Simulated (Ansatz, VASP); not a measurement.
## ZnS: VASP beside Ansatz

```xyz
2
Lattice="0.0000 2.7046 2.7046 2.7046 0.0000 2.7046 2.7046 2.7046 0.0000" Properties=species:S:1:pos:R:3 pbc="T T T"
Zn   -0.2526   -0.2526   -0.2526
S     4.0570    4.0570    4.0570
```

Change from the starting cell: all Zn atoms moved +0.438 Å, as atom 1 towards its neighbour atom 2 (S) at 2.342 Å.

Alike in both runs: task single point; functional PBE; k mesh 10 × 10 × 10; occupations gaussian, width 0.05 eV; no spin polarisation.

|  | VASP | Ansatz |
| --- | --- | --- |
| version | VASP 6.6.1 | Ansatz 0.2.0 |
| potentials or method | VASP PAW PBE potentials, release 64 (Zn, S), cutoff 520 eV | scalar-relativistic, plane waves, PAW |
| valence electrons in the cell | 18 | 18 |

Ansatz gave:

| Item | Value |
| --- | --- |
| gap on the k mesh at the Fermi level (eV) | 1.95 |
| least direct gap on the mesh (eV) | 1.95 |
| pressure (GPa) | 13.0 |
| traceless stress, the component that is largest in VASP (GPa) | 15.44 |
| rms of the force components (eV/Å) | 4.042 |

Q: What did VASP give for the same quantities?

A: gap on the k mesh at the Fermi level (eV): 1.96; least direct gap on the mesh (eV): 1.96; pressure (GPa): 13.2; traceless stress, the component that is largest in VASP (GPa): 15.53; rms of the force components (eV/Å): 4.061.

Atom by atom the forces differ by 0.019 eV/Å (rms over components).
